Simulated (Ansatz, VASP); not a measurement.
One calculation of Cu, two programs

```
Cu
1.0
     0.00000    1.81452    1.81452
     1.81452    0.00000    1.81452
     1.81452    1.81452    0.00000
Cu
1
Direct
  0.00000 0.00000 0.00000
```

Alike in both runs: task electric field gradients; functional PBE; k mesh 22 × 22 × 22; occupations gaussian, width 0.05 eV; no spin polarisation.

|  | VASP | Ansatz |
| --- | --- | --- |
| version | VASP 6.6.1 | Ansatz 0.2.0 |
| potentials or method | VASP PAW PBE potentials, release 64 (Cu), cutoff 520 eV | scalar-relativistic, plane waves, PAW |
| valence electrons in the cell | 11 | 19 |

|  | VASP | Ansatz | Ansatz less VASP |
| --- | --- | --- | --- |
| gap on the k mesh at the Fermi level (eV) | none | none | - |
| pressure (GPa) | 0.6 | 0.1 | -0.52 |

A gap of «none» marks a metal or a gap that the smearing closes. VASP's potentials hold 11 valence electrons a cell and Ansatz's 19, so a difference there can come from the potentials and not from the codes.
